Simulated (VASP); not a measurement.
Input of a VASP 6.6.1 run:

The input INCAR:

```
SYSTEM = LiH
  PREC = Accurate
  ENCUT = 520
  EDIFF = 1E-6
  ISMEAR = 0
  SIGMA = 0.01
  LREAL = .FALSE.
  LASPH = .TRUE.
  NELM = 60
  ALGO = Normal
  ISIF = 2
  LWAVE = .FALSE.
  LCHARG = .FALSE.
  LDIPOL = .TRUE.
  IDIPOL = 3
  DIPOL = 0.5 0.5 0.333
  GGA = PE
  NBANDS = 9
```

KPOINTS

```
Automatic mesh
0
G
  12 12 1
  0 0 0
```

The input POSCAR:

```
LiH
1.0
    3.0875818926      0.0000000000      0.0000000000
   -1.5437909463      2.6739243553      0.0000000000
    0.0000000000      0.0000000000     24.6000000000
Li H
1 1
Direct
    0.3333333333      0.6666666667      0.3333333333
    0.6666666667      0.3333333333      0.3333333333
```

Potentials or basis: VASP PAW PBE potentials, release 64 (Li_sv, H).

Launch:

```console
$ cat potpaw_PBE.64/Li_sv/POTCAR potpaw_PBE.64/H/POTCAR > POTCAR
$ mpirun -np 1 vasp_std > vasp.out
```

(1) Predict the band gap on the k mesh.

Answers

(1) 3.48 eV, indirect (least direct gap 5.35 eV).
